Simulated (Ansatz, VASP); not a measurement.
# Sc2AlP3: VASP beside Ansatz

```
Sc Al P
1.0
     4.05101    0.00000    0.00000
    -2.02551    3.50828    0.00000
     0.00000    0.00000    7.57164
Sc Al P
2 1 3
Direct
  0.66667 0.33333 0.23545
  0.66667 0.33333 0.76455
  0.00000 0.00000 0.00000
  0.00000 0.00000 0.50000
  0.33333 0.66667 0.00000
  0.33333 0.66667 0.50000
```

Change from the starting cell: species swapped into the Ce2NiGe3 type (P-6m2, No. 187).

Alike in both runs: task relaxation of cell and atoms; functional PBE; k mesh 6 × 6 × 2; occupations gaussian, width 0.1 eV; no spin polarisation.

|  | VASP | Ansatz |
| --- | --- | --- |
| version | VASP 6.6.1 | Ansatz 0.2.0 |
| potentials or method | VASP PAW PBE potentials, release 64 (Sc_sv, Al, P), cutoff 600 eV | scalar-relativistic, plane waves, PAW |
| valence electrons in the cell | 40 | 40 |

VASP gave:

| Quantity | Value |
| --- | --- |
| gap on the k mesh at the Fermi level, each at its own relaxed structure (eV) | none |
| relaxed volume (Å³/atom) | 17.40 |
| relaxed length of the cell vector where the two differ most in proportion (Å) | 4.050 |

Question: Which values does Ansatz return?

Answer: gap on the k mesh at the Fermi level, each at its own relaxed structure (eV): none; relaxed volume (Å³/atom): 17.45; relaxed length of the cell vector where the two differ most in proportion (Å): 4.054.

A gap of «none» marks a metal or a gap that the smearing closes.

The k mesh is coarse, so the values compare programs but aren't converged.
